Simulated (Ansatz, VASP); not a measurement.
## Two plane-wave programs on ZnCl4

```
Zn Cl
1.0
     7.07564    0.00000    0.00000
    -3.53782    6.12769    0.00000
     0.00000    0.00000    6.10593
Zn Cl
1 4
Cartesian
  0.0000 0.0000 3.0530
  0.0000 4.0851 5.1029
  0.0000 4.0851 1.0031
  3.5378 2.0426 1.0031
  3.5378 2.0426 5.1029
```

Alike in both runs: functional PBE; k mesh 6 × 6 × 6; occupations gaussian, width 0.02 eV; no spin polarisation.

Ansatz relaxed the structure, and its values are those at the end. VASP's run is a single point on that final structure, the one shown.

|  | VASP | Ansatz |
| --- | --- | --- |
| version | VASP 6.6.1 | Ansatz 0.2.0 |
| potentials or method | VASP PAW PBE potentials, release 64 (Zn, Cl), cutoff 520 eV | scalar-relativistic, plane waves, PAW |
| valence electrons in the cell | 40 | 40 |

VASP gave:

- gap on the k mesh at the Fermi level (eV): 1.02
- least direct gap on the mesh (eV): 1.03
- pressure (GPa): -0.2
- rms of the force components (eV/Å): 0.095

Q: Which values does Ansatz return?

A: gap on the k mesh at the Fermi level (eV): 0.98; least direct gap on the mesh (eV): 1.00; pressure (GPa): 0.0; rms of the force components (eV/Å): 0.003.
